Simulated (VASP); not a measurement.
# O (P6_3/mmc) in VASP: a series of runs

O is run at these levels: PBE; tasks: single point, relaxation of cell and atoms.

Everything below comes from runs of VASP 6.6.1. Logs are shortened: lines on timing, memory, paths and dates and some standing lists are left out, and cuts for length are marked.

**1. The cell of the first run**

The structure is hexagonal, space group P6_3/mmc (No. 194). The conventional cell has a = 3.475 Å, b = 3.475 Å, c = 6.392 Å, α = 90.00°, β = 90.00°, γ = 120.00°. Within 3.0 Å of O (site symmetry -3m) lie 12 O at 2.25 to 2.97 Å. Within 1.6 Å of O (site symmetry 3m) lie 1 O at 1.18 Å.

The cell was built from a structure type or drawn by symmetry, and may not be a known phase.

**2. Single point, PBE**

Contents of INCAR:

```
  PREC = Accurate
  ENCUT = 520
  EDIFF = 1E-6
  ISMEAR = 0
  SIGMA = 0.1
  LREAL = False
  LASPH = True
  NELM = 100
  ALGO = Normal
  ISIF = 2
  LWAVE = False
  LCHARG = False
  GGA = PE
  NBANDS = 27
```

Contents of KPOINTS:

```
regular mesh
0
Gamma
  12 12 6
```

Contents of POSCAR:

```
O
1.0
    3.4752493766      0.0000000000      0.0000000000
   -1.7376246883      3.0096542447      0.0000000000
    0.0000000000      0.0000000000      6.3918108802
O
6
Direct
    0.0000000000      0.0000000000      0.5000000000
    0.0000000000      0.0000000000      0.0000000000
    0.6666666667      0.3333333333      0.3423621207
    0.3333333333      0.6666666667      0.6576378793
    0.3333333333      0.6666666667      0.8423621207
    0.6666666667      0.3333333333      0.1576378793
```

Potentials or basis: VASP PAW PBE potentials, release 64 (O).

Command:

```bash
> cat potpaw_PBE.64/O/POTCAR > POTCAR
> mpirun -np 1 vasp_std > vasp.out
```

OUTCAR:

```text
PREC = Accurate
   ENCUT = 520
   EDIFF = 1E-6
   ISMEAR = 0
   LREAL = False
   LASPH = True
   NELM = 100
   ISIF = 2
   GGA = PE

 ion  position               nearest neighbor table
   1  0.000  0.000  0.500-
   2  0.000  0.000  0.000-
   3  0.667  0.333  0.342-   6 1.18
   4  0.333  0.667  0.658-   5 1.18
   5  0.333  0.667  0.842-   4 1.18
   6  0.667  0.333  0.158-   3 1.18

  LATTYP: Found a hexagonal cell.
 ALAT       =     3.4752493766
 C/A-ratio  =     1.8392380481

  Lattice vectors:

 A1 = (   3.4752493766,   0.0000000000,   0.0000000000)
 A2 = (  -1.7376246883,   3.0096542447,   0.0000000000)
 A3 = (   0.0000000000,   0.0000000000,   6.3918108802)

Analysis of symmetry for initial positions (statically):
=====================================================================
 Subroutine PRICEL returns:
 Original cell was already a primitive cell.

 Routine SETGRP: Setting up the symmetry group for a
 hexagonal supercell.

 Subroutine GETGRP returns: Found 24 space group operations
 (whereof 12 operations were pure point group operations)
 out of a pool of 24 trial point group operations.

The static configuration has the point symmetry D_3d.
 The point group associated with its full space group is D_6h.

Analysis of symmetry for dynamics (positions and initial velocities):
=====================================================================
 Subroutine PRICEL returns:
 Original cell was already a primitive cell.

 Routine SETGRP: Setting up the symmetry group for a
 hexagonal supercell.

 Subroutine GETGRP returns: Found 24 space group operations
 (whereof 12 operations were pure point group operations)
 out of a pool of 24 trial point group operations.

The dynamic configuration has the point symmetry D_3d.
 The point group associated with its full space group is D_6h.

 Subroutine INISYM returns: Found 24 space group operations
 (whereof 12 operations are pure point group operations),
 and found     1 'primitive' translations

----------------------------------------------------------------------------------------

                                     Primitive cell

  volume of cell :      66.8539

  direct lattice vectors                    reciprocal lattice vectors
     3.475249377  0.000000000  0.000000000     0.287749134  0.166132040  0.000000000
    -1.737624688  3.009654245  0.000000000     0.000000000  0.332264080  0.000000000
     0.000000000  0.000000000  6.391810880     0.000000000  0.000000000  0.156450186

  length of vectors
     3.475249377  3.475249377  6.391810880     0.332264080  0.332264080  0.156450186

  position of ions in fractional coordinates (direct lattice)
     0.000000000  0.000000000  0.500000000
     0.000000000  0.000000000  0.000000000
     0.666666667  0.333333333  0.342362121
     0.333333333  0.666666667  0.657637879
     0.333333333  0.666666667  0.842362121
     0.666666667  0.333333333  0.157637879

  ion indices of the primitive-cell ions
   primitive index   ion index
                 1           1
                 2           2
                 3           3
                 4           4
                 5           5
                 6           6

----------------------------------------------------------------------------------------

 KPOINTS: regular mesh

Automatic generation of k-mesh.
 Grid dimensions read from file:
 generate k-points for:   12   12    6

 Generating k-lattice:

  Cartesian coordinates                     Fractional coordinates (reciprocal lattice)
     0.023979095  0.013844337  0.000000000     0.083333333  0.000000000  0.000000000
     0.000000000  0.027688673  0.000000000     0.000000000  0.083333333  0.000000000
     0.000000000  0.000000000  0.026075031     0.000000000  0.000000000  0.166666667

  Length of vectors
     0.027688673  0.027688673  0.026075031

  Shift w.r.t. Gamma in fractional coordinates (k-lattice)
     0.000000000  0.000000000  0.000000000

 Subroutine IBZKPT returns following result:
 ===========================================

 Found     76 irreducible k-points:

 Following reciprocal coordinates:
            Coordinates               Weight
  0.000000  0.000000  0.000000      1.000000
  0.083333  0.000000  0.000000      6.000000
  0.166667  0.000000  0.000000      6.000000
  0.250000  0.000000  0.000000      6.000000
  0.333333  0.000000  0.000000      6.000000
  0.416667  0.000000  0.000000      6.000000
[... 16 lines left out ...]
  0.250000  0.000000  0.166667     12.000000
  0.333333  0.000000  0.166667     12.000000
 [... further k-points ...]
   k-points           NKPTS =     76   k-points in BZ     NKDIM =     76   number of bands    NBANDS=     27
   number of dos      NEDOS =    301   number of ions     NIONS =      6
   total plane-waves  NPLWV =  37632
   dimension x,y,z NGX =    28 NGY =   28 NGZ =   48
   dimension x,y,z NGXF=    56 NGYF=   56 NGZF=   96
   ions per type =               6
   NGX,Y,Z   is equivalent  to a cutoff of  13.39, 13.39, 12.48 a.u.
   NGXF,Y,Z  is equivalent  to a cutoff of  26.79, 26.79, 24.97 a.u.
 SYSTEM =  unknown system
   PREC   = accura    normal or accurate (medium, high low for compatibility)
   ISTART =      0    job   : 0-new  1-cont  2-samecut
   ICHARG =      2    charge: 1-file 2-atom 10-const
   ISPIN  =      1    spin polarized calculation?
   LNONCOLLINEAR =      F non collinear calculations
   LSORBIT =      F    spin-orbit coupling
   LASPH  =      T    aspherical Exc in radial PAW
   ENCUT  =  520.0 eV  38.22 Ry    6.18 a.u.   6.46  6.46 11.88*2*pi/ulx,y,z
   NELM   =    100;   NELMIN=  2; NELMDL= -5     # of ELM steps
   EDIFF  = 0.1E-05   stopping-criterion for ELM
   LREAL  =      F    real-space projection
   EDIFFG = 0.1E-04   stopping-criterion for IOM
   NSW    =      0    number of steps for IOM
   IBRION =     -1    ionic relax: 0-MD 1-quasi-New 2-CG
   NFREE  =      0    steps in history (QN), initial steepest desc. (CG)
   ISIF   =      2    stress and relaxation
   ISYM   =      2    0-nonsym 1-usesym 2-fastsym
   POTIM  = 0.5000    time-step for ionic-motion
   TEBEG  =    0.0;   TEEND  =   0.0 temperature during run
   PSTRESS=    0.0 pullay stress
   NELECT =      36.0000    total number of electrons
   NUPDOWN=      -1.0000    fix difference up-down
   EMIN   =  10.00;   EMAX   =-10.00  energy-range for DOS
   EFERMI =   0.00;   METHOD = LEGACY
   ISMEAR =     0;   SIGMA  =   0.10  broadening in eV -4-tet -1-fermi 0-gaus
   EFERMI_NEDOS =   21; number of points for ismear=-14 and -15
   IALGO  =     38    algorithm
   IMIX   =      4    mixing-type and parameters
     AMIX     =   0.40;   BMIX     =  1.00
     AMIX_MAG =   1.60;   BMIX_MAG =  1.00
  volume/ion in A,a.u.               =      11.14        75.19
  Fermi-wavevector in a.u.,A,eV,Ry     =   1.331885  2.516898 24.135627  1.773919
  Thomas-Fermi vector in A             =   2.460862
   LORBIT       =      0    0 simple, 1 ext, 2 COOP (PROOUT), +10 PAW based schemes
   GGA     = PE    functional components
   LHFCALC =     F    Hartree Fock is set to
   AEXX    =    0.0000 exact exchange contribution
   IVDW    =     0    specifies the selected vdW correction
   LEPSILON=     F    determine dielectric tensor
   LRPA    =     F    only Hartree local field effects (RPA)
 non-spin polarized calculation
 Gauss-broadening in eV      SIGMA  =   0.10
  energy-cutoff  :      520.00
  volume of cell :       66.85
 maximum number of plane-waves:      1835
 NGX is ok and might be reduce to    28
   NGX = 13   NGY = 13   NGZ = 23

 number of electron      35.9999989 magnetization

 Free energy of the ion-electron system (eV)
  ---------------------------------------------------
  ext. energy  EPLUGINS =         0.00000000
  ---------------------------------------------------
  free energy    TOTEN  =       -23.98869062 eV

  energy without entropy =      -23.97216935  energy(sigma->0) =      -23.98042998

 E-fermi :  -0.0345     XC(G=0):  -9.5557

 val. band max:       -0.0437004708   @ k =   0.2500   0.2500   0.0000
 cond. band min:      -0.0192184146   @ k =   0.3333   0.2500   0.0000
 fundamental gap:      0.0244820562
 Fermi energy:        -0.0344974345

 k-point     1 :       0.0000    0.0000    0.0000
  band No.  band energies     occupation
      1     -28.1227      2.00000
      2     -28.0232      2.00000
      3     -17.0577      2.00000
      4     -16.1219      2.00000
      5     -13.7776      2.00000
      6     -12.8919      2.00000
[... 19 lines left out ...]
     26      11.0845      0.00000
     27      16.2459      0.00000

 k-point     2 :       0.0833    0.0000    0.0000
  band No.  band energies     occupation
      1     -28.1163      2.00000
      2     -28.0208      2.00000
      3     -17.0078      2.00000
      4     -16.1169      2.00000
      5     -13.7823      2.00000
      6     -12.9581      2.00000
[... 19 lines left out ...]
     26      11.0575      0.00000
     27      16.1255      0.00000

 k-point     3 :       0.1667    0.0000    0.0000
  band No.  band energies     occupation
      1     -28.1002      2.00000
      2     -28.0150      2.00000
      3     -16.8627      2.00000
      4     -16.1029      2.00000
      5     -13.8006      2.00000
      6     -13.1434      2.00000
[... 19 lines left out ...]
     26      10.9806      0.00000
     27      15.6776      0.00000

 k-point     4 :       0.2500    0.0000    0.0000
  band No.  band energies     occupation
      1     -28.0778      2.00000
      2     -28.0077      2.00000
      3     -16.6357      2.00000
      4     -16.0833      2.00000
      5     -13.8522      2.00000
      6     -13.3988      2.00000
[... 19 lines left out ...]
     26      10.8811      0.00000
     27      14.9864      0.00000
[... 516 lines left out ...]
      4     -16.1661      2.00000
      5     -13.7458      2.00000
      6     -13.1807      2.00000
[... 19 lines left out ...]
     26      11.1239      0.00000
     27      15.7326      0.00000

 k-point    23 :       0.2500    0.0000    0.1667
  band No.  band energies     occupation
      1     -28.0732      2.00000
      2     -28.0124      2.00000
      3     -16.6028      2.00000
      4     -16.1259      2.00000
      5     -13.8189      2.00000
      6     -13.4276      2.00000
[... 19 lines left out ...]
     26      11.1903      0.00000
     27      15.1151      0.00000

 k-point    24 :       0.3333    0.0000    0.1667
  band No.  band energies     occupation
      1     -28.0502      2.00000
      2     -28.0052      2.00000
      3     -16.3372      2.00000
      4     -16.0834      2.00000
      5     -13.9846      2.00000
      6     -13.6321      2.00000
[... 19 lines left out ...]
     26      11.5222      0.00000
     27      14.4994      0.00000

 [... further k-points ...]
[... 5 lines left out ...]
  --------------------------------------------------------------------------------------
  -------------------------------------------------------------------------------------
  Total       -0.1829231     -0.1829231      3.7820750      0.0000000      0.0000000      0.0000000
  in kB       -4.3838197     -4.3838197     90.6388147      0.0000000      0.0000000      0.0000000
  external PRESSURE =      27.2903918 kB  Pullay stress =       0.0000000 kB

 VOLUME and BASIS-vectors are now :
 -----------------------------------------------------------------------------
  energy-cutoff  :      520.00
  volume of cell :       66.85
      direct lattice vectors                 reciprocal lattice vectors
     3.475249377  0.000000000  0.000000000     0.287749134  0.166132040  0.000000000
    -1.737624688  3.009654245  0.000000000     0.000000000  0.332264080  0.000000000
     0.000000000  0.000000000  6.391810880     0.000000000  0.000000000  0.156450186

 POSITION                                       TOTAL-FORCE (eV/Angst)
 -----------------------------------------------------------------------------------
      0.00000      0.00000      3.19591        -0.000000      0.000000      0.000000
      0.00000      0.00000      0.00000        -0.000000      0.000000      0.000000
      1.73762      1.00322      2.18831         0.000000     -0.000000      1.697129
     -0.00000      2.00644      4.20350         0.000000      0.000000     -1.697129
     -0.00000      2.00644      5.38422         0.000000     -0.000000      1.697129
      1.73762      1.00322      1.00759        -0.000000     -0.000000     -1.697129
 -----------------------------------------------------------------------------------
    total drift:                                0.000000      0.000000      0.000000

  FREE ENERGIE OF THE ION-ELECTRON SYSTEM (eV)
  ---------------------------------------------------
  free  energy   TOTEN  =       -23.9886906156 eV

  energy  without entropy=      -23.9721693470  energy(sigma->0) =      -23.98042998
```

It took 94 s on 1 thread of Intel Xeon Platinum 8488C (Sapphire Rapids), shared host; peak memory 0.23 GiB.

What came out:

```yaml
Free_energy: -23.9887 eV
Pressure: 2.7 GPa
Largest_force: 1.697 eV/Å
Band_gap_on_the_k_mesh: zero (bands 18 and 19 overlap by 0.32 eV)
```

Forces on the atoms (eV/Å):
```
O    0.000  0.000  0.000
O    0.000  0.000  0.000
O    0.000  0.000  1.697
O    0.000  0.000 -1.697
O    0.000  0.000  1.697
O    0.000  0.000 -1.697
```

Stress tensor (GPa, compression positive):
```
-0.44  0.00  0.00
 0.00 -0.44  0.00
 0.00  0.00  9.06
```

Caveat: the standard files for N, O and F lose accuracy on very short bonds; forces of over 1 eV/Å act on the atoms, so gaps and moduli don't describe the material at rest.

**3. Relaxation of cell and atoms, PBE**

Contents of INCAR:

```
ALGO = Normal
EDIFF = 1E-7
EDIFFG = -0.01
ENCUT = 600
GGA = PE
IBRION = 2
ISIF = 3
ISMEAR = 0
LASPH = True
LCHARG = False
LREAL = False
LWAVE = False
NELM = 100
NSW = 100
PREC = Accurate
SIGMA = 0.1
```

Contents of KPOINTS:

```
k-points
0
Gamma
  12 12 6
```

Contents of POSCAR:

```
O
1.0
    3.4695164967      0.0000000000      0.0000000000
   -1.7347582483      3.0046894249      0.0000000000
    0.0000000000      0.0000000000      6.4078739049
O
6
Direct
    0.0000000000      0.0000000000      0.5000000000
    0.0000000000      0.0000000000      0.0000000000
    0.6666666667      0.3333333333      0.3421435352
    0.3333333333      0.6666666667      0.6578564648
    0.3333333333      0.6666666667      0.8421435352
    0.6666666667      0.3333333333      0.1578564648
```

Potentials or basis: VASP PAW PBE potentials, release 64 (O).

Command:

```bash
> cat potpaw_PBE.64/O/POTCAR > POTCAR
> mpirun -np 1 vasp_std > vasp.out
```

Wall time 8.9 min (1 thread of Intel Xeon Platinum 8488C (Sapphire Rapids), shared host); peak memory 0.24 GiB.

Results (log left out):

| Quantity | Value |
| --- | --- |
| Free energy | -24.0393 eV |
| Relaxed volume | 11.04 Å³/atom |
| Relaxed cell | a = 3.455 Å, b = 3.455 Å, c = 6.408 Å, α = 90.00°, β = 90.00°, γ = 120.00° |
| Space group after relaxing (to 0.1 Å) | P6_3/mmc (No. 194) |
| Energy gained by relaxing | 6.2 meV/atom |
| Ionic steps | 10 |
| Pressure after relaxing | 0.0 GPa |
| Band gap on the k mesh | zero (bands 18 and 19 overlap by 0.39 eV) |

Step by step:
```
step  energy change (eV)  largest force (eV/Å)  pressure (GPa)  volume (Å³)
   1              0.0000                1.6644            2.66        66.80
   2              1.2623                5.6844          -14.70        68.58
   3             -0.0339                0.3440           -1.28        67.02
   4             -0.0358                0.0656           -0.72        66.98
   5             -0.0359                0.0127           -0.56        66.97
   6             -0.0359                0.0373           -0.51        66.97
   7             -0.0368                0.0336           -0.28        66.67
   8             -0.0372                0.0285            0.07        66.24
   9             -0.0366                0.2106           -0.42        66.27
  10             -0.0373                0.0007            0.01        66.25
```

Final structure:
```xyz
6
Lattice="3.4551 0.0000 0.0000 -1.7275 2.9922 0.0000 0.0000 0.0000 6.4079" Properties=species:S:1:pos:R:3 pbc="T T T"
O     0.0000    0.0000    3.2040
O     0.0000    0.0000    0.0000
O     1.7275    0.9974    2.2038
O     0.0000    1.9948    4.2041
O     0.0000    1.9948    5.4078
O     1.7275    0.9974    1.0002
```

Levels at points of the mesh, in eV from the Fermi level:
| k point | band 16 | band 17 | band 18 | band 19 | band 20 | band 21 |
| --- | --- | --- | --- | --- | --- | --- |
| (0.00, 0.00, 0.00) | -0.46 | -0.46 | -0.33 | -0.33 | -0.19 | 1.51 |
| (0.50, 0.00, 0.00) | -0.33 | -0.16 | -0.14 | 0.10 | 0.20 | 1.86 |
| (0.00, 0.00, 0.50) | -1.38 | -0.76 | -0.76 | 0.88 | 0.88 | 0.88 |
| (0.50, 0.00, 0.50) | -1.48 | -0.35 | -0.35 | 1.20 | 1.20 | 1.42 |

Caveat: the standard files for N, O and F lose accuracy on very short bonds.
